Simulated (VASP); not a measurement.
Input of a VASP 6.6.1 run:

The input INCAR:

```
SYSTEM = Ca
PREC     = Accurate       ! precision mode
ENCUT    = 500            ! plane-wave cutoff, eV
EDIFF    = 1E-6           ! SCF threshold, eV
ISMEAR   = -1             ! smearing method
SIGMA    = 0.1            ! smearing width, eV
LREAL    = .FALSE.        ! projectors in reciprocal space
LASPH    = .TRUE.         ! aspherical terms in the spheres
NELM     = 120            ! most SCF steps
ALGO     = Normal         ! electronic algorithm
ISIF     = 2              ! what is computed and relaxed
LWAVE    = .FALSE.        ! write WAVECAR
LCHARG   = .FALSE.        ! write CHGCAR
GGA      = PE             ! functional
NBANDS   = 11             ! bands
GGA_COMPAT= .FALSE.
```

The input KPOINTS:

```
Automatic mesh
0
G
  11 11 11
  0 0 0
```

The input POSCAR:

```
Ca
1.0
    2.6323183855      0.0000000000      0.0000000000
    0.0000000000      2.6323183855      0.0000000000
    0.0000000000      0.0000000000      2.6323183855
Ca
1
Direct
    0.0000000000      0.0000000000      0.0000000000
```

Potentials or basis: VASP PAW PBE potentials, release 64 (Ca_sv).

The run is started by

```sh
$ cat potpaw_PBE.64/Ca_sv/POTCAR > POTCAR
$ mpirun -np 1 vasp_std > vasp.out
```

**Question.** Predict the pressure.

**Answer.** 41.0 GPa.

**Question.** What does it give for the band gap on the k mesh?

**Answer.** Zero (bands 5 and 6 overlap by 0.43 eV).

Caveat: the cell stands under pressure.
